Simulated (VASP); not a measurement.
# MgO (Fm-3m) in VASP: notebook, part 3 of 3

VASP 6.6.1. Earlier steps stand in the parts before.

### 5 Single point, PBE

INCAR

```
PREC = Accurate ; ENCUT = 600
EDIFF = 1E-6 ; ISMEAR = -1
SIGMA = 0.003 ; LREAL = False
LASPH = True ; NELM = 120
ALGO = Normal ; ISIF = 2
LWAVE = False ; LCHARG = False
GGA = PE ; NBANDS = 11
GGA_COMPAT = False
```

KPOINTS

```
Automatic mesh
0
Gamma
  8 8 8
```

POSCAR

```
MgO
1.0
    0.0000000000      2.1090500000      2.1090500000
    2.1090500000      0.0000000000      2.1090500000
    2.1090500000      2.1090500000      0.0000000000
Mg O
1 1
Direct
    0.0000000000      0.0000000000      0.0000000000
    0.5000000000      0.5000000000      0.5000000000
```

Potentials or basis: VASP PAW PBE potentials, release 64 (Mg, O).

The run is started by

```
> cat potpaw_PBE.64/Mg/POTCAR potpaw_PBE.64/O/POTCAR > POTCAR
> mpirun -np 1 vasp_std > vasp.out
```

OUTCAR:

```text
PREC = Accurate
   ENCUT = 600
   EDIFF = 1E-6
   ISMEAR = -1
   LREAL = False
   LASPH = True
   NELM = 120
   ISIF = 2
   GGA = PE

 ion  position               nearest neighbor table
   1  0.000  0.000  0.000-   2 2.11   2 2.11   2 2.11   2 2.11   2 2.11   2 2.11
   2  0.500  0.500  0.500-   1 2.11   1 2.11   1 2.11   1 2.11   1 2.11   1 2.11

  LATTYP: Found a face centered cubic cell.
 ALAT       =     4.2181000000

  Lattice vectors:

 A1 = (   0.0000000000,   2.1090500000,   2.1090500000)
 A2 = (   2.1090500000,   0.0000000000,   2.1090500000)
 A3 = (   2.1090500000,   2.1090500000,   0.0000000000)

Analysis of symmetry for initial positions (statically):
=====================================================================
 Subroutine PRICEL returns:
 Original cell was already a primitive cell.

 Routine SETGRP: Setting up the symmetry group for a
 face centered cubic supercell.

 Subroutine GETGRP returns: Found 48 space group operations
 (whereof 48 operations were pure point group operations)
 out of a pool of 48 trial point group operations.

The static configuration has the point symmetry O_h .

Analysis of symmetry for dynamics (positions and initial velocities):
=====================================================================
 Subroutine PRICEL returns:
 Original cell was already a primitive cell.

 Routine SETGRP: Setting up the symmetry group for a
 face centered cubic supercell.

 Subroutine GETGRP returns: Found 48 space group operations
 (whereof 48 operations were pure point group operations)
 out of a pool of 48 trial point group operations.

The dynamic configuration has the point symmetry O_h .

 Subroutine INISYM returns: Found 48 space group operations
 (whereof 48 operations are pure point group operations),
 and found     1 'primitive' translations

----------------------------------------------------------------------------------------

                                     Primitive cell

[... 112 lines left out ...]
  Fermi-wavevector in a.u.,A,eV,Ry     =   1.232181  2.328485 20.657328  1.518271
  Thomas-Fermi vector in A             =   2.366962
   LORBIT       =      0    0 simple, 1 ext, 2 COOP (PROOUT), +10 PAW based schemes
   GGA     = PE    functional components
   LHFCALC =     F    Hartree Fock is set to
   AEXX    =    0.0000 exact exchange contribution
   IVDW    =     0    specifies the selected vdW correction
   LEPSILON=     F    determine dielectric tensor
   LRPA    =     F    only Hartree local field effects (RPA)
 non-spin polarized calculation
  energy-cutoff  :      600.00
  volume of cell :       18.76
 maximum number of plane-waves:       638
   NGX = 11   NGY = 11   NGZ = 11

 number of electron       8.0000005 magnetization

 Free energy of the ion-electron system (eV)
  ---------------------------------------------------
  ext. energy  EPLUGINS =         0.00000000
  ---------------------------------------------------
  free energy    TOTEN  =       -11.91083239 eV

  energy without entropy =      -11.91083239  energy(sigma->0) =      -11.91083239

 E-fermi :   3.2196     XC(G=0): -11.0579

 val. band max:        3.1528751202   @ k =   0.0000   0.0000   0.0000
 cond. band min:       7.8388310394   @ k =   0.0000   0.0000   0.0000
 fundamental gap:      4.6859559192
 Fermi energy:         3.2196245613

 k-point     1 :       0.0000    0.0000    0.0000
  band No.  band energies     occupation
      1     -14.0877      2.00000
      2       3.1529      2.00000
      3       3.1529      2.00000
      4       3.1529      2.00000
      5       7.8388      0.00000
      6      18.9307      0.00000
      7      18.9307      0.00000
      8      18.9307      0.00000
      9      22.8349      0.00000
     10      24.6054      0.00000
     11      24.6054      0.00000
[... 309 lines left out ...]
 k-point    24 :      -0.3750    0.2500    0.1250
  band No.  band energies     occupation
      1     -12.6655      2.00000
      2      -0.8298      2.00000
      3       1.2284      2.00000
      4       2.1723      2.00000
      5      12.7957      0.00000
      6      15.3107      0.00000
      7      16.5993      0.00000
      8      19.9997      0.00000
      9      23.6302      0.00000
     10      25.1741      0.00000
     11      29.2460      0.00000

 [... further k-points ...]
[... 5 lines left out ...]
  --------------------------------------------------------------------------------------
  -------------------------------------------------------------------------------------
  Total        0.3488539      0.3488539      0.3488539      0.0000000      0.0000000     -0.0000000
  in kB       29.7895185     29.7895185     29.7895185      0.0000000      0.0000000     -0.0000000
  external PRESSURE =      29.7895185 kB  Pullay stress =       0.0000000 kB

 VOLUME and BASIS-vectors are now :
 -----------------------------------------------------------------------------
  energy-cutoff  :      600.00
  volume of cell :       18.76
      direct lattice vectors                 reciprocal lattice vectors
     0.000000000  2.109050000  2.109050000    -0.237073564  0.237073564  0.237073564
     2.109050000  0.000000000  2.109050000     0.237073564 -0.237073564  0.237073564
     2.109050000  2.109050000  0.000000000     0.237073564  0.237073564 -0.237073564

 POSITION                                       TOTAL-FORCE (eV/Angst)
 -----------------------------------------------------------------------------------
      0.00000      0.00000      0.00000         0.000000      0.000000      0.000000
      2.10905      2.10905      2.10905        -0.000000     -0.000000      0.000000
 -----------------------------------------------------------------------------------
    total drift:                               -0.000000     -0.000000      0.000000

  FREE ENERGIE OF THE ION-ELECTRON SYSTEM (eV)
  ---------------------------------------------------
  free  energy   TOTEN  =       -11.9108323888 eV

  energy  without entropy=      -11.9108323888  energy(sigma->0) =      -11.91083239
```

OSZICAR:

```text
N       E                     dE             d eps       ncg     rms          rms(c)
DAV:   1     0.163621750634E+02    0.16362E+02   -0.50644E+03   702   0.738E+02
DAV:   2    -0.127623395238E+02   -0.29125E+02   -0.28715E+02   733   0.143E+02
DAV:   3    -0.134664229968E+02   -0.70408E+00   -0.70323E+00   777   0.193E+01
DAV:   4    -0.134684541326E+02   -0.20311E-02   -0.20311E-02   695   0.111E+00
DAV:   5    -0.134684605237E+02   -0.63911E-05   -0.63911E-05   746   0.617E-02    0.721E+00
DAV:   6    -0.119289149531E+02    0.15395E+01   -0.88130E+00   668   0.163E+01    0.223E+00
DAV:   7    -0.119166771945E+02    0.12238E-01   -0.54362E-02   686   0.213E+00    0.135E+00
DAV:   8    -0.119112125808E+02    0.54646E-02   -0.28358E-02   671   0.191E+00    0.239E-01
DAV:   9    -0.119108450684E+02    0.36751E-03   -0.53955E-04   725   0.164E-01    0.136E-01
DAV:  10    -0.119108305258E+02    0.14543E-04   -0.49770E-04   704   0.170E-01    0.829E-03
DAV:  11    -0.119108324624E+02   -0.19366E-05   -0.25553E-06   728   0.136E-02    0.565E-03
DAV:  12    -0.119108323888E+02    0.73633E-07   -0.61801E-07   385   0.624E-03
   1 F= -.11910832E+02 E0= -.11910832E+02  d E =-.177592E-12
```

Run time: 2.9 s. Hardware: 1 thread of Intel Xeon 6975P-C (Granite Rapids), shared host; peak memory 0.13 GiB.

Results:

```yaml
Free_energy: -11.9108 eV
Pressure: 3.0 GPa
Band_gap_on_the_k_mesh: 4.69 eV, direct
```

Levels at points of the mesh, in eV from the valence-band top:
| k point | band 1 | band 2 | band 3 | band 4 | band 5 | band 6 | band 7 | band 8 | band 9 |
| --- | --- | --- | --- | --- | --- | --- | --- | --- | --- |
| (0.00, 0.00, 0.00) | -17.24 | 0.00 | 0.00 | 0.00 | 4.69 | 15.78 | 15.78 | 15.78 | 19.68 |
| (0.50, 0.00, 0.00) | -15.97 | -4.60 | -0.65 | -0.65 | 7.87 | 12.56 | 16.27 | 16.27 | 20.83 |
| (0.50, 0.50, 0.00) | -15.71 | -4.07 | -1.34 | -1.34 | 9.12 | 9.92 | 13.05 | 18.91 | 18.91 |

### 6 Single point, PBE

INCAR

```
PREC     = Accurate       # precision mode
ENCUT    = 600            # plane-wave cutoff, eV
EDIFF    = 1E-6           # SCF threshold, eV
ISMEAR   = 0              # smearing method
SIGMA    = 0.01           # smearing width, eV
LREAL    = F              # projectors in reciprocal space
LASPH    = T              # aspherical terms in the spheres
NELM     = 120            # most SCF steps
ALGO     = Normal         # electronic algorithm
ISIF     = 2              # what is computed and relaxed
LWAVE    = F              # write WAVECAR
LCHARG   = F              # write CHGCAR
GGA      = PE             # functional
NBANDS   = 11             # bands
GGA_COMPAT= F
```

KPOINTS

```
regular mesh
0
Gamma
  8 8 8
```

POSCAR is that of step 5.

Potentials or basis: VASP PAW PBE potentials, release 64 (Mg, O).

The run is started by

```
> cat potpaw_PBE.64/Mg/POTCAR potpaw_PBE.64/O/POTCAR > POTCAR
> mpirun -np 1 vasp_std > vasp.out
```

Run time: 2.9 s. Hardware: 1 thread of Intel Xeon 6975P-C (Granite Rapids), shared host; peak memory 0.13 GiB.

Results (log left out):

| Property | Result |
| --- | --- |
| Free energy | -11.9108 eV |
| Pressure | 3.0 GPa |
| Band gap on the k mesh | 4.69 eV, direct |

Levels at points of the mesh, in eV from the valence-band top:
```tsv
k point	band 1	band 2	band 3	band 4	band 5	band 6	band 7	band 8	band 9
(0.00, 0.00, 0.00)	-17.24	0.00	0.00	0.00	4.69	15.78	15.78	15.78	19.68
(0.50, 0.00, 0.00)	-15.97	-4.60	-0.65	-0.65	7.87	12.56	16.27	16.27	20.83
(0.50, 0.50, 0.00)	-15.71	-4.07	-1.34	-1.34	9.12	9.92	13.05	18.91	18.91
```

### 7 Summary

```csv
smearing,gap on the mesh (eV),pressure (GPa)
fermi-dirac 0.05 eV,4.69,3.0
gaussian 0.15 eV,4.69,3.0
fermi-dirac 0.003 eV,4.69,3.0
gaussian 0.01 eV,4.69,3.0
```

Alike in all rows: task single point; level PBE; potentials or basis VASP PAW PBE potentials, release 64 (Mg, O); no spin polarisation; cell as given; k mesh 8 × 8 × 8; cutoff (eV) 600.

On the cell as given the gap runs from 4.69 eV (PBE) to 4.69 eV (PBE).

Total energies depend on the potentials used, so only differences within one code and one set of settings carry meaning.

### 8 How close it comes

Step 2. A measured gap of MgO is 7.83 eV (quoted in “Electronic structure of alkaline earth and post-transition metal oxides”, 2009, arxiv:0908.1581); the calculated 4.69 eV misses it by -3.14 eV. The value is that of PBE, without temperature or zero-point motion. Semilocal functionals fall short of measured gaps as a rule.

Step 3. Measured gap of MgO: 7.83 eV (quoted in “Electronic structure of alkaline earth and post-transition metal oxides”, 2009, arxiv:0908.1581). This calculation gives 4.69 eV (-3.14 eV). The value is that of PBE, without temperature or zero-point motion. Semilocal functionals fall short of measured gaps as a rule.

Step 4. A measured gap of MgO is 7.83 eV (quoted in “Electronic structure of alkaline earth and post-transition metal oxides”, 2009, arxiv:0908.1581); the calculated 4.69 eV misses it by -3.14 eV. The value is that of PBE, without temperature or zero-point motion. Semilocal functionals fall short of measured gaps as a rule.

Step 5. A measured gap of MgO is 7.83 eV (quoted in “Electronic structure of alkaline earth and post-transition metal oxides”, 2009, arxiv:0908.1581); the calculated 4.69 eV misses it by -3.14 eV. The value is that of PBE, without temperature or zero-point motion. Semilocal functionals fall short of measured gaps as a rule.

Step 6. Against the measured gap of MgO, 7.83 eV (quoted in “Electronic structure of alkaline earth and post-transition metal oxides”, 2009, arxiv:0908.1581), the calculated 4.69 eV is off by -3.14 eV. The value is that of PBE, without temperature or zero-point motion. Semilocal functionals fall short of measured gaps as a rule.
